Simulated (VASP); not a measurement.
Input of a VASP 6.6.1 run:

The input POSCAR:

```
ZnO
1.0
    3.3642639839      0.0000000000      0.0000000000
   -1.6821319919      2.9135380751      0.0000000000
    0.0000000000      0.0000000000      4.9766828151
Zn O
2 2
Direct
    0.6666666667      0.3333333333      0.4889701016
    0.3333333333      0.6666666667     -0.0110298984
    0.6666666667      0.3333333333      0.8913398984
    0.3333333333      0.6666666667      0.3913398984
```

Contents of INCAR.step1:

```
PREC = Accurate
ENCUT = 520
ISMEAR = 0
SIGMA = 0.02
LREAL = False
LASPH = True
NELM = 80
NBANDS = 26
GGA = PE
ALGO = Normal
EDIFF = 1E-4
LWAVE = True
LCHARG = False
```

INCAR.step2

```
PREC = Accurate
ENCUT = 520
EDIFF = 1E-6
ISMEAR = 0
SIGMA = 0.02
LREAL = False
LASPH = True
NELM = 80
ALGO = Normal
ISIF = 2
LWAVE = False
LCHARG = False
METAGGA = R2SCAN
LMIXTAU = True
NBANDS = 26
ISTART = 1
```

File KPOINTS:

```
Automatic mesh
0
Gamma
  12 12 6
```

Potentials or basis: VASP PAW PBE potentials, release 64 (Zn, O).

Launch:

```sh
$ cat potpaw_PBE.64/Zn/POTCAR potpaw_PBE.64/O/POTCAR > POTCAR
$ cp INCAR.step1 INCAR
$ mpirun -np 1 vasp_std > vasp.out
$ cp INCAR.step2 INCAR
$ mpirun -np 1 vasp_std > vasp.out
```

(1) Estimate the band gap on the k mesh.

(2) Predict the pressure.

(3) What does it give for the largest force?

Answers

(1) 1.25 eV.

(2) -4.4 GPa.

(3) 0.011 eV/Å.

Caveat: the stress differs along the axes, from -7 to 1 GPa; the PAW data sets were made with another functional, which shifts forces and pressure a little.
